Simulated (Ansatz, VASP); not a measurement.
**One calculation of SiC, two programs**

File INCAR:

```
SYSTEM = SiC
ALGO = Normal ; EDIFF = 1E-6
ENCUT = 520 ; GGA = PE
ISIF = 2 ; ISMEAR = 0
LASPH = .TRUE. ; LCHARG = .FALSE.
LREAL = .FALSE. ; LWAVE = .FALSE.
NBANDS = 26 ; NELM = 100
PREC = Accurate ; SIGMA = 0.05
```

KPOINTS

```
k-points
0
G
  12 12 4
  0 0 0
```

The input POSCAR:

```
SiC
1.0
    3.0941201807      0.0000000000      0.0000000000
   -1.5470600903      2.6795866789      0.0000000000
    0.0000000000      0.0000000000      9.3189920626
Si C
4 4
Direct
    0.6666666667      0.3333333333      0.9378441878
    0.3333333333      0.6666666667      0.4378441878
    0.0000000000      0.0000000000      0.6878995565
    0.0000000000      0.0000000000      0.1878995565
    0.6666666667      0.3333333333      0.7498074459
    0.3333333333      0.6666666667      0.2498074459
    0.0000000000      0.0000000000      0.5004478098
    0.0000000000      0.0000000000      0.0004478098
```

Input for Ansatz:

```yaml
crystal:
  lattice:
    - [3.0941201807, 0.0, 0.0]
    - [-1.5470600903, 2.6795866789, 0.0]
    - [0.0, 0.0, 9.3189920626]
  atoms:
    - { symbol: Si, position: [0.6666666667, 0.3333333333, 0.9378441878] }
    - { symbol: Si, position: [0.3333333333, 0.6666666667, 0.4378441878] }
    - { symbol: Si, position: [0.0, 0.0, 0.6878995565] }
    - { symbol: Si, position: [0.0, 0.0, 0.1878995565] }
    - { symbol: C, position: [0.6666666667, 0.3333333333, 0.7498074459] }
    - { symbol: C, position: [0.3333333333, 0.6666666667, 0.2498074459] }
    - { symbol: C, position: [0.0, 0.0, 0.5004478098] }
    - { symbol: C, position: [0.0, 0.0, 0.0004478098] }
basis:
  ecutwfc: 420
kpoints:
  mp_grid: { grid: [12, 12, 4] }
hamiltonian:
  xc: pbe
scf:
  occupations: { method: gaussian, width: 0.05 }
output:
  forces: true
  stress: true
  eigenvalues: true
```

Change from the starting cell: strain +0.000 along x and y, -0.080 along z, atoms carried along.

Alike in both runs: task single point; functional PBE; k mesh 12 × 12 × 4; occupations gaussian, width 0.05 eV; no spin polarisation.

```csv
,VASP,Ansatz
version,VASP 6.6.1,Ansatz 0.2.0
potentials or method,"VASP PAW PBE potentials, release 64 (Si, C), cutoff 520 eV","scalar-relativistic, plane waves, PAW"
valence electrons in the cell,32,32
```

```csv
,VASP,Ansatz,Ansatz less VASP
gap on the k mesh at the Fermi level (eV),1.74,1.75,+0.010
least direct gap on the mesh (eV),2.94,2.94,+0.005
pressure (GPa),23.1,23.2,+0.09
"traceless stress, the component that is largest in VASP (GPa)",39.18,39.04,-0.143
rms of the force components (eV/Å),0.942,0.943,+0.0015
```

Atom by atom the forces differ by 0.002 eV/Å (rms over components).
